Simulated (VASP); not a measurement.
A run of VASP 6.6.1:

File INCAR:

```
ALGO = Normal ; EDIFF = 1E-7
EDIFFG = -0.04 ; ENCUT = 600
GGA = PE ; IBRION = 2
ISIF = 3 ; ISMEAR = 0
LASPH = True ; LCHARG = False
LREAL = False ; LWAVE = False
NELM = 60 ; NSW = 90
PREC = Accurate ; SIGMA = 0.1
```

KPOINTS

```
k-points
0
Gamma
  6 6 6
```

Contents of POSCAR:

```
Ru
1.0
    1.6805794631      0.9702830054      2.9257363241
   -1.6805794631      0.9702830054      2.9257363241
    0.0000000000     -1.9405660108      2.9257363241
Ru
2
Direct
    0.2336400000      0.2336400000      0.2336400000
    0.7663600000      0.7663600000      0.7663600000
```

Potentials or basis: VASP PAW PBE potentials, release 64 (Ru_pv).

Launch:

```bash
$ cat potpaw_PBE.64/Ru_pv/POTCAR > POTCAR
$ mpirun -np 1 vasp_std > vasp.out
```

Hardware: 1 thread of AMD EPYC 7R13 Processor (Zen 3), with other jobs on the host.

**Question.** Estimate the wall time of this run.

**Answer.** Wall time 3 min on 1 thread of AMD EPYC 7R13 Processor (Zen 3), on a shared host, peak memory 0.14 GiB. Counts: scf iterations 128, k points 32, ion steps 14.
